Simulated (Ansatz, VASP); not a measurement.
## Two plane-wave programs on Pd

The input INCAR:

```
SYSTEM = Pd
PREC = Accurate
ENCUT = 520
EDIFF = 1E-7
ISMEAR = 0
SIGMA = 0.15
LREAL = .False.
LASPH = .True.
NELM = 80
ALGO = Fast
ISIF = 2
LWAVE = .False.
LCHARG = .False.
GGA = PS
NBANDS = 11
```

File KPOINTS:

```
Automatic mesh
0
Gamma
  20 20 20
  0 0 0
```

POSCAR

```
Pd
1.0
    0.0243112500      1.9449000000      1.9449000000
    1.9449000000      0.0243112500      1.9449000000
    1.9692112500      1.9692112500      0.0000000000
Pd
1
Direct
    0.0000000000      0.0000000000      0.0000000000
```

Input for Ansatz:

```yaml
crystal:
  lattice:
    - [0.02431125, 1.9449, 1.9449]
    - [1.9449, 0.02431125, 1.9449]
    - [1.96921125, 1.96921125, 0.0]
  atoms:
    - { symbol: Pd, position: [0.0, 0.0, 0.0] }
basis:
  ecutwfc: 420
kpoints:
  mp_grid: { grid: [20, 20, 20] }
hamiltonian:
  xc: pbesol
scf:
  occupations: { method: gaussian, width: 0.15 }
output:
  forces: true
  stress: true
  eigenvalues: true
```

Change from the starting cell: strain +0.0250 x Voigt [0, 0, 0, 0, 0, 1], atoms carried along.

Alike in both runs: task single point; functional PBEsol; k mesh 20 × 20 × 20; occupations gaussian, width 0.15 eV; no spin polarisation.

|  | VASP | Ansatz |
| --- | --- | --- |
| version | VASP 6.6.1 | Ansatz 0.2.0 |
| potentials or method | VASP PAW PBE potentials, release 64 (Pd), cutoff 520 eV | scalar-relativistic, plane waves, PAW |
| valence electrons in the cell | 10 | 18 |

Ansatz gave:

- gap on the k mesh at the Fermi level (eV): none
- pressure (GPa): -2.0
- traceless stress, the component that is largest in VASP (GPa): -1.92

Problem. What did VASP give for the same quantities?

Solution. gap on the k mesh at the Fermi level (eV): none; pressure (GPa): -2.3; traceless stress, the component that is largest in VASP (GPa): -1.92.

VASP's potentials were made for PBE, not for PBEsol. A gap of «none» marks a metal or a gap that the smearing closes. VASP's potentials hold 10 valence electrons a cell and Ansatz's 18, so a difference there can come from the potentials and not from the codes.
